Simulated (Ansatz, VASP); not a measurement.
# One calculation of Ti3Ag, two programs

```xyz
4
Lattice="4.2009 0.0000 0.0000 0.0000 4.2009 0.0000 0.0000 0.0000 3.9631" Properties=species:S:1:pos:R:3 pbc="T T T"
Ti    0.0000    2.1005    1.9816
Ti    2.1005    0.0000    1.9816
Ti    2.1005    2.1005    0.0000
Ag    0.0000    0.0000    0.0000
```

Change from the starting cell: volume scaled by 1.01, crystal datasets.

Alike in both runs: task electric field gradients; functional LDA; k mesh 9 × 9 × 9; occupations fermi-dirac, width 0.08 eV; no spin polarisation.

```csv
,VASP,Ansatz
version,VASP 6.6.1,Ansatz 0.2.0
potentials or method,"VASP PAW LDA potentials, release 64 (Ti_sv, Ag), cutoff 520 eV","all-electron PAW with datasets made for the crystal, scalar-relativistic"
```

|  | VASP | Ansatz | Ansatz less VASP |
| --- | --- | --- | --- |
| pressure (GPa) | -10.7 | -10.8 | -0.11 |
| traceless stress, the component that is largest in VASP (GPa) | 1.42 | 1.42 | +0.005 |
| size of Vzz on the site where it differs most (V/Å²) | 9.1 | 12.3 | +3.15 |

LDA's correlation is that of Perdew and Zunger in VASP and of Perdew and Wang (1992) in Ansatz. Ansatz ran all-electron here, and VASP with PAW potentials.
